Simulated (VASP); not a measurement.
**K: single point with PBEsol**

K:

```xyz
1
Lattice="-2.8441 2.8441 2.2184 2.8441 -2.8441 2.2184 2.8441 2.8441 -2.2184" Properties=species:S:1:pos:R:3 pbc="T T T"
K     0.0000    0.0000    0.0000
```

This cell differs from its parent crystal: ratio of the length along z to the lengths across it x 0.78, volume and fractional coordinates fixed.

* Program: VASP 6.6.1
* Task: single point
* Functional: PBEsol
* Potentials or basis: VASP PAW PBE potentials, release 64 (K_sv)
* Cutoff: 520 eV
* k mesh: 14 × 14 × 14
* Occupations: gaussian, width 0.15 eV
* Spin: no spin polarisation

* Pressure: 0.0 GPa

Stress tensor (GPa, compression positive):
```
-0.21  0.00  0.00
 0.00 -0.21  0.00
 0.00  0.00  0.42
```

Levels at points of the mesh, in eV from the Fermi level:
| k point | band 1 | band 2 | band 3 | band 4 | band 5 | band 6 | band 7 | band 8 |
| --- | --- | --- | --- | --- | --- | --- | --- | --- |
| (0.00, 0.00, 0.00) | -32.00 | -15.51 | -15.51 | -15.50 | -2.20 | 3.52 | 4.34 | 4.97 |
| (0.50, 0.00, 0.00) | -31.99 | -15.60 | -15.53 | -15.52 | 0.69 | 1.02 | 2.79 | 4.90 |
| (0.50, 0.50, 0.00) | -32.00 | -15.58 | -15.52 | -15.50 | 0.08 | 0.32 | 4.29 | 4.32 |
| (0.50, 0.50, 0.50) | -31.99 | -15.56 | -15.56 | -15.53 | 1.30 | 1.85 | 2.65 | 2.65 |

Run time: 120 s on 1 thread of Intel Xeon 6975P-C (shared host), peak memory 0.32 GiB.

Caveat: the PAW data sets were made with another functional, which shifts forces and pressure a little.
